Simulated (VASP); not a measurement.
# CaO in VASP: notebook

CaO is run at these levels: r2SCAN, PBE; tasks: single point.

Program: VASP 6.6.1. These are calculated values, not measurements. Logs are shortened: lines on timing, memory, paths and dates and some standing lists are left out, and cuts for length are marked.

### Step 1. The cell of the first run

It takes space group I4/mmm (No. 139, tetragonal). Conventional cell: a = 3.390 Å, b = 3.390 Å, c = 4.699 Å, α = 90.00°, β = 90.00°, γ = 90.00°. Within 3.1 Å of Ca (site symmetry 4/mmm) lie 6 O at 2.35 to 2.40 Å. O (site symmetry 4/mmm) has 6 Ca at 2.35 to 2.40 Å within 3.1 Å.

### Step 2. Single point, r2SCAN

Input file POSCAR:

```
CaO
1.0
    0.0000000000      2.3494751616      2.3974236343
    2.3974236343      0.0000000000      2.3974236343
    2.3974236343      2.3494751616      0.0000000000
Ca O
1 1
Direct
    0.5000000000      0.5000000000      0.5000000000
    0.0000000000      0.0000000000      0.0000000000
```

Input file INCAR.step1:

```
PREC     = Accurate       # precision mode
ENCUT    = 520            # plane-wave cutoff, eV
ISMEAR   = 0              # smearing method
SIGMA    = 0.05           # smearing width, eV
LREAL    = F              # projectors in reciprocal space
LASPH    = T              # aspherical terms in the spheres
NELM     = 100            # most SCF steps
NBANDS   = 15             # bands
GGA      = PE             # functional
ALGO     = Normal         # electronic algorithm
EDIFF    = 1E-4           # SCF threshold, eV
LWAVE    = T              # write WAVECAR
LCHARG   = F              # write CHGCAR
```

Input file INCAR.step2:

```
PREC     = Accurate       # precision mode
ENCUT    = 520            # plane-wave cutoff, eV
EDIFF    = 1E-6           # SCF threshold, eV
ISMEAR   = 0              # smearing method
SIGMA    = 0.05           # smearing width, eV
LREAL    = F              # projectors in reciprocal space
LASPH    = T              # aspherical terms in the spheres
NELM     = 100            # most SCF steps
ALGO     = Normal         # electronic algorithm
ISIF     = 2              # what is computed and relaxed
LWAVE    = F              # write WAVECAR
LCHARG   = F              # write CHGCAR
METAGGA  = R2SCAN         # meta-GGA
LMIXTAU  = T            
NBANDS   = 15             # bands
ISTART   = 1
```

Input file KPOINTS:

```
regular mesh
0
Gamma
  8 8 8
```

Potentials or basis: VASP PAW PBE potentials, release 64 (Ca_sv, O).

The run is started by

```console
$ cat potpaw_PBE.64/Ca_sv/POTCAR potpaw_PBE.64/O/POTCAR > POTCAR
$ cp INCAR.step1 INCAR
$ mpirun -np 1 vasp_std > vasp.out
$ cp INCAR.step2 INCAR
$ mpirun -np 1 vasp_std > vasp.out
```

OUTCAR:

```text
PREC = Accurate
   ENCUT = 520
   EDIFF = 1E-6
   ISMEAR = 0
   LREAL = F
   LASPH = T
   NELM = 100
   ISIF = 2
   METAGGA = R2SCAN
   ISTART = 1

 ion  position               nearest neighbor table
   1  0.500  0.500  0.500-   2 2.35   2 2.35   2 2.40   2 2.40   2 2.40   2 2.40
   2  0.000  0.000  0.000-   1 2.35   1 2.35   1 2.40   1 2.40   1 2.40   1 2.40

  LATTYP: Found a body centered tetragonal cell.
 ALAT       =     3.3904690184
 C/A-ratio  =     1.3859292911

  Lattice vectors:

 A1 = (   0.0000000000,  -2.3494751616,   2.3974236343)
 A2 = (   0.0000000000,  -2.3494751616,  -2.3974236343)
 A3 = (   2.3974236343,   2.3494751616,   0.0000000000)

Analysis of symmetry for initial positions (statically):
=====================================================================
 Subroutine PRICEL returns:
 Original cell was already a primitive cell.

 Routine SETGRP: Setting up the symmetry group for a
 body centered tetragonal supercell.

 Subroutine GETGRP returns: Found 16 space group operations
 (whereof 16 operations were pure point group operations)
 out of a pool of 16 trial point group operations.

The static configuration has the point symmetry D_4h.

Analysis of symmetry for dynamics (positions and initial velocities):
=====================================================================
 Subroutine PRICEL returns:
 Original cell was already a primitive cell.

 Routine SETGRP: Setting up the symmetry group for a
 body centered tetragonal supercell.

 Subroutine GETGRP returns: Found 16 space group operations
 (whereof 16 operations were pure point group operations)
 out of a pool of 16 trial point group operations.

The dynamic configuration has the point symmetry D_4h.

 Subroutine INISYM returns: Found 16 space group operations
 (whereof 16 operations are pure point group operations),
 and found     1 'primitive' translations

----------------------------------------------------------------------------------------

                                     Primitive cell

  volume of cell :      27.0079

  direct lattice vectors                    reciprocal lattice vectors
     0.000000000  2.349475162  2.397423634    -0.208557217  0.212813486  0.208557217
     2.397423634  0.000000000  2.397423634     0.208557217 -0.212813486  0.208557217
     2.397423634  2.349475162  0.000000000     0.208557217  0.212813486 -0.208557217

  length of vectors
     3.356735560  3.390469018  3.356735560     0.363705657  0.363705657  0.363705657

  position of ions in fractional coordinates (direct lattice)
     0.500000000  0.500000000  0.500000000
     0.000000000  0.000000000  0.000000000

  ion indices of the primitive-cell ions
   primitive index   ion index
                 1           1
                 2           2

----------------------------------------------------------------------------------------

 KPOINTS: regular mesh

Automatic generation of k-mesh.
 Grid dimensions read from file:
 generate k-points for:    8    8    8

 Generating k-lattice:

  Cartesian coordinates                     Fractional coordinates (reciprocal lattice)
    -0.026069652  0.026601686  0.026069652     0.125000000  0.000000000 -0.000000000
     0.026069652 -0.026601686  0.026069652     0.000000000  0.125000000  0.000000000
     0.026069652  0.026601686 -0.026069652    -0.000000000  0.000000000  0.125000000

  Length of vectors
     0.045463207  0.045463207  0.045463207

  Shift w.r.t. Gamma in fractional coordinates (k-lattice)
     0.000000000  0.000000000  0.000000000

 Subroutine IBZKPT returns following result:
 ===========================================

 Found     59 irreducible k-points:

 Following reciprocal coordinates:
            Coordinates               Weight
  0.000000  0.000000  0.000000      1.000000
  0.125000  0.000000  0.000000      8.000000
  0.250000  0.000000  0.000000      8.000000
  0.375000  0.000000  0.000000      8.000000
  0.500000  0.000000  0.000000      4.000000
  0.125000  0.125000  0.000000      4.000000
[... 16 lines left out ...]
  0.250000  0.000000  0.125000      8.000000
  0.375000  0.000000  0.125000      8.000000
 [... further k-points ...]
   k-points           NKPTS =     59   k-points in BZ     NKDIM =     59   number of bands    NBANDS=     15
   number of dos      NEDOS =    301   number of ions     NIONS =      2
   total plane-waves  NPLWV =  21952
   dimension x,y,z NGX =    28 NGY =   28 NGZ =   28
   dimension x,y,z NGXF=    56 NGYF=   56 NGZF=   56
   ions per type =               1   1
   NGX,Y,Z   is equivalent  to a cutoff of  13.87, 13.73, 13.87 a.u.
   NGXF,Y,Z  is equivalent  to a cutoff of  27.73, 27.46, 27.73 a.u.
 SYSTEM =  unknown system
   PREC   = accura    normal or accurate (medium, high low for compatibility)
   ISTART =      1    job   : 0-new  1-cont  2-samecut
   ICHARG =      0    charge: 1-file 2-atom 10-const
   ISPIN  =      1    spin polarized calculation?
[... 65 lines left out ...]
      3     -16.6432      2.00000
      4     -16.6306      2.00000
      5     -14.3563      2.00000
      6       2.1524      2.00000
      7       2.1524      2.00000
      8       2.2101      2.00000
      9       7.8177      0.00000
     10       9.0489      0.00000
     11       9.0489      0.00000
     12       9.1874      0.00000
     13      10.6403      0.00000
     14      10.8552      0.00000
     15      18.1299      0.00000

 k-point     2 :       0.1250    0.0000    0.0000
  band No.  band energies     occupation
      1     -36.7506      2.00000
      2     -16.9182      2.00000
      3     -16.6530      2.00000
      4     -16.6415      2.00000
      5     -14.0685      2.00000
      6       1.6470      2.00000
      7       1.9373      2.00000
      8       1.9705      2.00000
      9       8.5006      0.00000
     10       9.0479      0.00000
     11       9.3376      0.00000
     12       9.4193      0.00000
     13      11.0257      0.00000
     14      11.2535      0.00000
     15      18.7611      0.00000

 k-point     3 :       0.2500    0.0000    0.0000
  band No.  band energies     occupation
      1     -36.7100      2.00000
      2     -17.4333      2.00000
      3     -16.6765      2.00000
      4     -16.6567      2.00000
      5     -13.5320      2.00000
      6       0.6374      2.00000
      7       1.4746      2.00000
      8       1.4910      2.00000
      9       9.1386      0.00000
     10       9.9866      0.00000
     11      10.0962      0.00000
     12      10.1325      0.00000
     13      11.9583      0.00000
     14      12.2096      0.00000
     15      19.2201      0.00000

 k-point     4 :       0.3750    0.0000    0.0000
  band No.  band energies     occupation
      1     -36.6691      2.00000
      2     -17.8387      2.00000
      3     -16.6997      2.00000
      4     -16.6716      2.00000
      5     -13.1020      2.00000
      6      -0.1896      2.00000
      7       1.0707      2.00000
      8       1.0731      2.00000
      9       9.6255      0.00000
     10      10.9663      0.00000
     11      10.9769      0.00000
     12      11.2333      0.00000
     13      12.9810      0.00000
     14      13.2275      0.00000
     15      18.2737      0.00000
[... 307 lines left out ...]
 k-point    22 :       0.1250    0.0000    0.1250
  band No.  band energies     occupation
      1     -36.7441      2.00000
      2     -16.9487      2.00000
      3     -16.6818      2.00000
      4     -16.6818      2.00000
      5     -13.9783      2.00000
      6       1.3363      2.00000
      7       2.0204      2.00000
      8       2.0204      2.00000
      9       8.4906      0.00000
     10       8.5912      0.00000
     11       9.6873      0.00000
     12       9.6873      0.00000
     13      10.8123      0.00000
     14      11.8439      0.00000
     15      19.0205      0.00000

 k-point    23 :       0.2500    0.0000    0.1250
  band No.  band energies     occupation
      1     -36.7111      2.00000
      2     -17.3112      2.00000
      3     -16.7187      2.00000
      4     -16.6945      2.00000
      5     -13.6211      2.00000
      6       0.6696      2.00000
      7       1.6522      2.00000
      8       1.7542      2.00000
      9       8.3482      0.00000
     10       9.4578      0.00000
     11      10.3401      0.00000
     12      10.4372      0.00000
     13      11.3298      0.00000
     14      12.8062      0.00000
     15      19.6613      0.00000

 k-point    24 :       0.3750    0.0000    0.1250
  band No.  band energies     occupation
      1     -36.6705      2.00000
      2     -17.6857      2.00000
      3     -16.7422      2.00000
      4     -16.7151      2.00000
      5     -13.2726      2.00000
      6       0.0950      2.00000
      7       1.1472      2.00000
      8       1.3437      2.00000
      9       8.7269      0.00000
     10      10.5711      0.00000
     11      11.2314      0.00000
     12      11.2355      0.00000
     13      12.3280      0.00000
     14      13.6578      0.00000
     15      18.7343      0.00000

 [... further k-points ...]

------------------------ aborting loop because EDIFF is reached ----------------------------------------

  FORCE on cell =-STRESS in cart. coord.  units (eV):
  Direction    XX          YY          ZZ          XY          YZ          ZX
  --------------------------------------------------------------------------------------
  -------------------------------------------------------------------------------------
  Total        0.3891847      1.1137081      0.3891847      0.0000000      0.0000000      0.0000000
  in kB       23.0874503     66.0680599     23.0874503      0.0000000      0.0000000      0.0000000
  external PRESSURE =      37.4143202 kB  Pullay stress =       0.0000000 kB

 VOLUME and BASIS-vectors are now :
 -----------------------------------------------------------------------------
  energy-cutoff  :      520.00
  volume of cell :       27.01
      direct lattice vectors                 reciprocal lattice vectors
     0.000000000  2.349475162  2.397423634    -0.208557217  0.212813486  0.208557217
     2.397423634  0.000000000  2.397423634     0.208557217 -0.212813486  0.208557217
     2.397423634  2.349475162  0.000000000     0.208557217  0.212813486 -0.208557217

 POSITION                                       TOTAL-FORCE (eV/Angst)
 -----------------------------------------------------------------------------------
      2.39742      2.34948      2.39742         0.000000      0.000000     -0.000000
      0.00000      0.00000      0.00000        -0.000000      0.000000      0.000000
 -----------------------------------------------------------------------------------
    total drift:                                0.000000      0.000000      0.000000

  FREE ENERGIE OF THE ION-ELECTRON SYSTEM (eV)
  ---------------------------------------------------
  free  energy   TOTEN  =       -19.4395092543 eV

  energy  without entropy=      -19.4395092543  energy(sigma->0) =      -19.43950925
```

Run time: 1.9 min. Hardware: 1 thread of AMD EPYC 7R13 (Zen 3), shared host; peak memory 0.15 GiB.

Results:

- Free energy: -19.4395 eV
- Pressure: 3.7 GPa
- Band gap on the k mesh: 4.09 eV, indirect (least direct gap 4.53 eV)

Stress tensor (GPa, compression positive):
```
2.31 0.00 0.00
0.00 6.61 0.00
0.00 0.00 2.31
```

Levels at points of the mesh, in eV from the valence-band top:
```
           k point  band 4  band 5  band 6  band 7  band 8  band 9  band 10  band 11  band 12  band 13
(0.00, 0.00, 0.00)  -18.84  -16.57   -0.06   -0.06    0.00    5.61     6.84     6.84     6.98     8.43
(0.50, 0.00, 0.00)  -18.89  -15.15   -2.71   -1.30   -1.29    7.79     9.15     9.18     9.39    11.28
(0.50, 0.50, 0.00)  -19.08  -16.35   -1.36   -0.41   -0.36    4.17     8.91     9.77    10.31    10.46
(0.50, 0.00, 0.50)  -19.12  -16.35   -1.23   -0.44   -0.44    4.09     8.96     9.75    10.39    10.39
```

Caveat: the PAW data sets were made with another functional, which shifts forces and pressure a little. r2SCAN opens gaps a little over a GGA but as a rule still falls short of measured ones.

### Step 3. Single point, r2SCAN (atom 1 (Ca) moved 0.02 Å along y)

Input file POSCAR:

```
CaO
1.0
    0.0000000000      2.3974236343      2.3974236343
    2.3974236343      0.0000000000      2.3974236343
    2.3974236343      2.3974236343      0.0000000000
Ca O
1 1
Direct
    0.5041711443      0.4958288557      0.5041711443
    0.0000000000      0.0000000000      0.0000000000
```

Input file INCAR.step1:

```
SYSTEM = CaO
PREC = Accurate
ENCUT = 520
ISMEAR = 0
SIGMA = 0.05
LREAL = .False.
LASPH = .True.
NELM = 80
NBANDS = 15
GGA = PE
ALGO = Normal
EDIFF = 1E-4
LWAVE = .True.
LCHARG = .False.
```

Input file INCAR.step2:

```
SYSTEM = CaO
PREC = Accurate
ENCUT = 520
EDIFF = 1E-7
ISMEAR = 0
SIGMA = 0.05
LREAL = .False.
LASPH = .True.
NELM = 80
ALGO = Normal
ISIF = 2
LWAVE = .False.
LCHARG = .False.
METAGGA = R2SCAN
LMIXTAU = .True.
NBANDS = 15
ISTART = 1
```

Input file KPOINTS:

```
regular mesh
0
Gamma
  8 8 8
  0 0 0
```

Potentials or basis: VASP PAW PBE potentials, release 64 (Ca_sv, O).

The run is started by

```console
$ cat potpaw_PBE.64/Ca_sv/POTCAR potpaw_PBE.64/O/POTCAR > POTCAR
$ cp INCAR.step1 INCAR
$ mpirun -np 1 vasp_std > vasp.out
$ cp INCAR.step2 INCAR
$ mpirun -np 1 vasp_std > vasp.out
```

It took 2.2 min on 1 thread of AMD EPYC 7R13 (Zen 3), shared host; peak memory 0.15 GiB.

Results (log left out):

```
Free energy            : -19.4523 eV
Pressure               : 1.1 GPa
Largest force          : 0.075 eV/Å
Band gap on the k mesh : 4.19 eV, indirect (least direct gap 4.56 eV)
```

Forces in eV/Å, atoms in the order of the input:
```
Ca   0.000 -0.075  0.000
O    0.000  0.075  0.000
```

Levels at points of the mesh, in eV from the valence-band top:
```
           k point  band 5  band 6  band 7  band 8  band 9  band 10  band 11  band 12
(0.00, 0.00, 0.00)  -16.49    0.00    0.00    0.00    5.49     6.87     6.87     6.87
(0.50, 0.00, 0.00)  -15.17   -2.62   -1.21   -1.21    7.73     9.08     9.09     9.28
(0.50, 0.50, 0.00)  -16.27   -1.29   -0.37   -0.37    4.19     8.82     9.67    10.29
(0.50, 0.00, 0.50)  -16.27   -1.29   -0.37   -0.37    4.19     8.82     9.67    10.29
```

Caveat: the cell differs from its parent crystal (atom 1 (Ca) moved 0.02 Å along y); the PAW data sets were made with another functional, which shifts forces and pressure a little.

### Step 4. Single point, PBE

This run uses another cell than the first one, of 13.78 Å³/atom, 1.020 times its volume.

Input file INCAR:

```
PREC = Accurate
ENCUT = 520
EDIFF = 1E-6
ISMEAR = 0
SIGMA = 0.05
LREAL = F
LASPH = T
NELM = 100
ALGO = Normal
ISIF = 2
LWAVE = F
LCHARG = F
GGA = PE
NBANDS = 15
ISYM = 0
```

Input file KPOINTS:

```
Automatic mesh
0
Gamma
  8 8 8
```

Changes to POSCAR since step 3:

```diff
@@ -8,3 +8,3 @@
 Direct
-    0.5041711443      0.4958288557      0.5041711443
+    0.5000000000      0.5000000000      0.5000000000
     0.0000000000      0.0000000000      0.0000000000
```

The run is started by

```console
$ cat potpaw_PBE.64/Ca_sv/POTCAR potpaw_PBE.64/O/POTCAR > POTCAR
$ mpirun -np 1 vasp_std > vasp.out
```

Wall time 2.8 min (1 thread of Intel Xeon 8259CL, shared host); peak memory 0.24 GiB.

It converged, with:

```yaml
Free_energy: -12.7976 eV
Pressure: 3.1 GPa
Band_gap_on_the_k_mesh: 3.63 eV, indirect (least direct gap 4.01 eV)
```

Levels at points of the mesh, in eV from the valence-band top:
```tsv
k point	band 5	band 6	band 7	band 8	band 9	band 10	band 11	band 12
(0.00, 0.00, 0.00)	-15.55	0.00	0.00	0.00	4.77	6.24	6.24	6.24
(0.50, 0.00, 0.00)	-14.32	-2.66	-1.22	-1.22	7.08	8.39	8.39	8.56
(0.00, 0.50, 0.00)	-14.32	-2.66	-1.22	-1.22	7.08	8.39	8.39	8.56
(0.00, 0.00, 0.50)	-14.32	-2.66	-1.22	-1.22	7.08	8.39	8.39	8.56
(0.50, 0.50, 0.50)	-14.32	-2.66	-1.22	-1.22	7.08	8.39	8.39	8.56
(0.50, 0.50, 0.00)	-15.31	-1.30	-0.37	-0.37	3.63	8.10	8.93	9.58
(0.00, 0.50, 0.50)	-15.31	-1.30	-0.37	-0.37	3.63	8.10	8.93	9.58
(0.50, 0.00, 0.50)	-15.31	-1.30	-0.37	-0.37	3.63	8.10	8.93	9.58
```

A k mesh can miss the band edges. A hybrid or GW would open this gap; PBE tends to underestimate it.

### Step 5. Overview

| level | cell | gap on the mesh (eV) | pressure (GPa) |
| --- | --- | --- | --- |
| r2SCAN | a = 3.357, b = 3.390 Å, angles 59.7, 60.7, 59.7°, 2 atoms | 4.09 | 3.7 |
| r2SCAN | a = 3.390 Å, angles 60.0°, 2 atoms | 4.19 | 1.1 |
| PBE | a = 3.390 Å, angles 60.0°, 2 atoms | 3.63 | 3.1 |

Some of these runs hold the atoms at other places in the same cell, which the table doesn't show; runs alike in all that it shows share one row.

Alike in all rows: task single point; potentials or basis VASP PAW PBE potentials, release 64 (Ca_sv, O); no spin polarisation; k mesh 8 × 8 × 8; cutoff (eV) 520; smearing gaussian 0.05 eV.

Caveats: the PAW data sets were made with another functional, which shifts forces and pressure a little (some runs).

Total energies depend on the potentials used, so only differences within one code and one set of settings carry meaning.
